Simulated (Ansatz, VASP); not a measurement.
One calculation of BN, two programs

Contents of INCAR:

```
  PREC = Accurate
  ENCUT = 600
  EDIFF = 1E-6
  ISMEAR = 0
  SIGMA = 0.01
  LREAL = F
  LASPH = T
  NELM = 120
  ALGO = Normal
  ISIF = 2
  LWAVE = F
  LCHARG = F
  GGA = PE
  NBANDS = 16
  GGA_COMPAT = F
```

Contents of KPOINTS:

```
Automatic mesh
0
Gamma
  8 8 4
```

File POSCAR:

```
BN
1.0
    2.5693722481      0.0000000000      0.0000000000
   -1.2846861240      2.2251416346      0.0000000000
    0.0000000000      0.0000000000      4.2542563366
B N
2 2
Direct
    0.6666666667      0.3333333333      0.0000000000
    0.3333333333      0.6666666667      0.5000000000
    0.6666666667      0.3333333333      0.3750000000
    0.3333333333      0.6666666667      0.8750000000
```

Input for Ansatz:

```yaml
crystal:
  lattice:
    - [2.5693722480879693, 0.0, 0.0]
    - [-1.2846861240439846, 2.2251416345729758, 0.0]
    - [0.0, 0.0, 4.254256336640924]
  atoms:
    - { symbol: B, position: [0.6666666666666666, 0.3333333333333333, 0.0] }
    - { symbol: B, position: [0.3333333333333333, 0.6666666666666666, 0.5] }
    - { symbol: "N", position: [0.6666666666666666, 0.3333333333333333, 0.375] }
    - { symbol: "N", position: [0.3333333333333333, 0.6666666666666666, 0.875] }
basis:
  ecutwfc: 571.4391111657479
kpoints:
  mp_grid:
    grid: [8, 8, 4]
hamiltonian:
  xc: pbe
  pseudopotentials:
    kind: paw
scf:
  convergence:
    dr2_threshold: 1.0e-08
  occupations:
    method: fixed
output:
  stress: true
```

Alike in both runs: task single point; functional PBE; k mesh 8 × 8 × 4; no spin polarisation.

```csv
,VASP,Ansatz
version,VASP 6.6.1,Ansatz 0.2.0
potentials or method,"VASP PAW PBE potentials, release 64 (B, N), cutoff 600 eV","plane waves, PAW"
occupations,"gaussian, width 0.01 eV",fixed
valence electrons in the cell,16,16
```

|  | VASP | Ansatz | Ansatz less VASP |
| --- | --- | --- | --- |
| pressure (GPa) | -6.7 | -6.7 | +0.09 |
| traceless stress, the component that is largest in VASP (GPa) | -0.81 | -0.79 | +0.016 |

Ansatz's warnings: stress scf threshold loose.
